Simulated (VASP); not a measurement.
Input of a VASP 6.6.1 run:

Contents of INCAR:

```
PREC = Accurate
ENCUT = 520
EDIFF = 1E-7
ISMEAR = -1
SIGMA = 0.1
LREAL = F
LASPH = T
NELM = 150
ALGO = Normal
ISIF = 2
LWAVE = F
LCHARG = F
ISPIN = 2
MAGMOM = 1 1
LORBIT = 11
LMAXMIX = 4
GGA = PE
NBANDS = 23
```

KPOINTS

```
regular mesh
0
Gamma
  6 6 4
```

File POSCAR:

```
Ti
1.0
    2.9388916154      0.0000000000      0.0000000000
   -1.4694458077      2.5451547979      0.0000000000
    0.0000000000      0.0000000000      4.6516165707
Ti
2
Direct
    0.3333333333      0.6666666667      0.2500000000
    0.6666666667      0.3333333333      0.7500000000
```

Potentials or basis: VASP PAW PBE potentials, release 64 (Ti_sv).

Launch:

```bash
$ cat potpaw_PBE.64/Ti_sv/POTCAR > POTCAR
$ mpirun -np 1 vasp_std > vasp.out
```

Task: What does it give for the net moment?

Result: 0.00 μB per cell.

Task: What does it give for the band gap on the k mesh?

Result: Zero (filled and empty bands overlap).

Stress tensor (GPa, compression positive):
```
-0.46  0.00  0.00
 0.00 -0.46  0.00
 0.00  0.00  0.52
```

Caveat: the k points lie up to 0.41 Å⁻¹ apart.
